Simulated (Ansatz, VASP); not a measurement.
**Two plane-wave programs on SiTe**

```xyz
2
Lattice="3.7143 0.0000 0.0000 -1.8572 3.2167 0.0000 0.0000 0.0000 4.9764" Properties=species:S:1:pos:R:3 pbc="T T T"
Si    0.0000    0.0000    2.4882
Te    0.0000    0.0000    0.0000
```

Alike in both runs: functional LDA; k mesh 6 × 6 × 5; occupations fermi-dirac, width 0.05 eV; non-collinear spin, spin-orbit coupling.

|  | VASP | Ansatz |
| --- | --- | --- |
| version | VASP 6.6.1 | Ansatz 0.2.0 |
| potentials or method | VASP PAW LDA potentials, release 64 (Si, Te) | Ansatz PAW |
| plane-wave cutoff (eV) | 500 | 420 |
| valence electrons in the cell | 10 | 20 |
| task | single point | band structure |

|  | VASP | Ansatz | Ansatz less VASP |
| --- | --- | --- | --- |
| pressure (GPa) | -1.7 | -1.8 | -0.12 |
| traceless stress, the component that is largest in VASP (GPa) | 6.23 | 5.98 | -0.250 |
| net moment per atom (μB) | 0.00 | 0.00 | 0.000 |

LDA's correlation is that of Perdew and Zunger in VASP and of Perdew and Wang (1992) in Ansatz. VASP's potentials hold 10 valence electrons a cell and Ansatz's 20, so a difference there can come from the potentials and not from the codes.
